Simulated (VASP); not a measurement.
Runs of VASP 6.6.1 on SnTe. The structure is that of space group Fm-3m (No. 225), or close to it. The cells are those of the table. 

```csv
level,potentials or basis,spin,cell,k mesh,grid for exact exchange (PRECFOCK),share of exact exchange,screening parameter,gap on the mesh (eV),pressure (GPa)
r2SCAN,"VASP PAW PBE potentials, release 64 (Te, Sn_d)",off,"a = 4.426 Å, angles 60.0°, 2 atoms",7 × 7 × 7,-,-,-,-,2.6
r2SCAN,"VASP PAW PBE potentials, release 64 (Te, Sn_d)",off,"a = 4.515 Å, angles 60.0°, 2 atoms",7 × 7 × 7,-,-,-,-,-0.3
HF,"VASP PAW PBE potentials, release 64 (Te, Sn_d)",off,"a = 4.543 Å, angles 60.0°, 2 atoms",4 × 4 × 4,Normal,1,-,(a),2.6
HSE06,"VASP PAW PBE potentials, release 64 (Te, Sn_d)",off,"a = 4.515 Å, angles 60.0°, 2 atoms",4 × 4 × 4,Normal,0.25,0.2079 1/Å,0.20,-0.8
HSE06,"VASP PAW PBE potentials, release 64 (Te, Sn_d)",off,"a = 4.456 Å, angles 60.0°, 2 atoms",4 × 4 × 4,Normal,0.25,0.2079 1/Å,0.01,0.6
r2SCAN,"VASP PAW PBE potentials, release 64 (Te, Sn_d)",off,"a = 4.456 Å, angles 60.0°, 2 atoms",7 × 7 × 7,-,-,-,-,1.5
HF,"VASP PAW PBE potentials, release 64 (Te, Sn_d)",off,"a = 4.485 Å, angles 60.0°, 2 atoms",4 × 4 × 4,Normal,1,-,3.78,(b)
PBEsol,"VASP PAW PBE potentials, release 64 (Te, Sn_d)","non-collinear, zero start, SOC","a = 4.456 Å, angles 60.0°, 2 atoms",7 × 7 × 7,-,-,-,-,-0.4
HSE06,"VASP PAW PBE potentials, release 64 (Te, Sn_d)",off,"a = 4.485 Å, angles 60.0°, 2 atoms",4 × 4 × 4,Normal,0.25,0.2079 1/Å,(c),0.0
LDA,"VASP PAW LDA potentials, release 64 (Te, Sn_d)",off,"a = 4.485 Å, angles 60.0°, 2 atoms",7 × 7 × 7,-,-,-,-,-2.4
PBEsol-based screened hybrid with 25 % exact exchange,"VASP PAW PBE potentials, release 64 (Te, Sn_d)",off,"a = 4.365 Å, angles 60.0°, 2 atoms",4 × 4 × 4,Normal,0.25,0.207 1/Å,0.32,1.7
PBEsol-based screened hybrid with 25 % exact exchange,"VASP PAW PBE potentials, release 64 (Te, Sn_d)",off,"a = 4.426 Å, angles 60.0°, 2 atoms",4 × 4 × 4,Normal,0.25,0.207 1/Å,0.14,-0.4
```

Alike in all rows: task single point; cutoff (eV) 520; smearing fermi-dirac 0.05 eV.

Q: Fill in the values left out.

A: (a) 4.02; (b) 4.6; (c) 0.12.

Caveats: some runs use coarse meshes; the PAW data sets were made with another functional, which shifts forces and pressure a little (at least some runs); spin-orbit coupling is left out, which moves the levels of the heavy elements (at least some runs).

A k mesh can miss the band edges, and rows without SOC leave out spin-orbit coupling on Sn, Te.
